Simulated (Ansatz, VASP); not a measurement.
One calculation of Os, two programs

```xyz
4
Lattice="2.7870 0.0000 0.0000 -1.3935 2.4136 0.0000 0.0000 0.0000 8.9885" Properties=species:S:1:pos:R:3 pbc="T T T"
Os    0.0000    0.0000    0.0000
Os    0.0000    0.0000    4.4943
Os    0.0000    1.6091    6.7414
Os    1.3935    0.8045    2.2471
```

Alike in both runs: task relaxation of cell and atoms; functional PBE; k mesh 9 × 9 × 2; occupations gaussian, width 0.1 eV; no spin polarisation.

|  | VASP | Ansatz |
| --- | --- | --- |
| version | VASP 6.6.1 | Ansatz 0.2.0 |
| potentials or method | VASP PAW PBE potentials, release 64 (Os), cutoff 600 eV | scalar-relativistic, plane waves, PAW |
| valence electrons in the cell | 32 | 64 |

Ansatz gave:

| Item | Value |
| --- | --- |
| gap on the k mesh at the Fermi level, each at its own relaxed structure (eV) | none |
| relaxed volume (Å³/atom) | 14.31 |
| relaxed length of the cell vector where the two differ most in proportion (Å) | 8.850 |

Task: Estimate VASP's values.

Result: gap on the k mesh at the Fermi level, each at its own relaxed structure (eV): none; relaxed volume (Å³/atom): 14.31; relaxed length of the cell vector where the two differ most in proportion (Å): 8.848.

A gap of «none» marks a metal or a gap that the smearing closes. VASP's potentials hold 32 valence electrons a cell and Ansatz's 64, so a difference there can come from the potentials and not from the codes.

Neither program's run includes spin-orbit coupling. Noted on VASP's run: too few bands were computed for a metal, which touches its energy and stress.
